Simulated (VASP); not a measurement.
A run of VASP 6.6.1 is set up as follows.

INCAR

```
SYSTEM = KF
PREC = Accurate ; ENCUT = 520
EDIFF = 1E-7 ; ISMEAR = 0
SIGMA = 0.05 ; LREAL = .False.
LASPH = .True. ; NELM = 60
ALGO = Normal ; ISIF = 2
LWAVE = .False. ; LCHARG = .False.
GGA = CA ; NBANDS = 15
```

The input KPOINTS:

```
regular mesh
0
Gamma
  8 8 8
  0 0 0
```

POSCAR

```
KF
1.0
    0.0000000000      2.5817196783      2.8721631421
    2.5365395839      0.0000000000      2.8721631421
    2.5365395839      2.5817196783      0.0000000000
K F
1 1
Direct
    0.0000000000      0.0000000000      0.0000000000
    0.5000000000      0.5000000000      0.5000000000
```

Potentials or basis: VASP PAW LDA potentials, release 64 (K_sv, F).

Launch:

```console
$ cat potpaw_LDA.64/K_sv/POTCAR potpaw_LDA.64/F/POTCAR > POTCAR
$ mpirun -np 1 vasp_std > vasp.out
```

Estimate the band gap on the k mesh.

5.71 eV, direct.

What does it give for the pressure?

-1.9 GPa.

Stress tensor (GPa, compression positive):
```
 0.40  0.00  0.00
 0.00 -1.01  0.00
 0.00  0.00 -4.95
```

Caveat: the cell differs from its parent crystal (normal strain along x -0.0175, normal strain along z +0.1125). A k mesh can miss the band edges.
